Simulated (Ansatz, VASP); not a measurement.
## One calculation of SiC, two programs

```
C Si
1.0
     0.00000    2.25261    2.25261
     2.25261    0.00000    2.25261
     2.25261    2.25261    0.00000
C Si
1 1
Direct
  0.75000 0.75000 0.75000
  0.50000 0.50000 0.50000
```

Alike in both runs: task single point; functional PBEsol; k mesh 8 × 8 × 8; occupations gaussian, width 0.1 eV; no spin polarisation.

|  | VASP | Ansatz |
| --- | --- | --- |
| version | VASP 6.6.1 | Ansatz 0.2.0 |
| potentials or method | VASP PAW PBE potentials, release 64 (C, Si), cutoff 600 eV | scalar-relativistic, plane waves, PAW |
| valence electrons in the cell | 8 | 8 |

|  | VASP | Ansatz | Ansatz less VASP |
| --- | --- | --- | --- |
| gap on the k mesh at the Fermi level (eV) | 1.32 | 1.32 | +0.008 |
| least direct gap on the mesh (eV) | 4.33 | 4.34 | +0.007 |
| pressure (GPa) | -18.1 | -18.3 | -0.17 |

VASP's potentials were made for PBE, not for PBEsol.
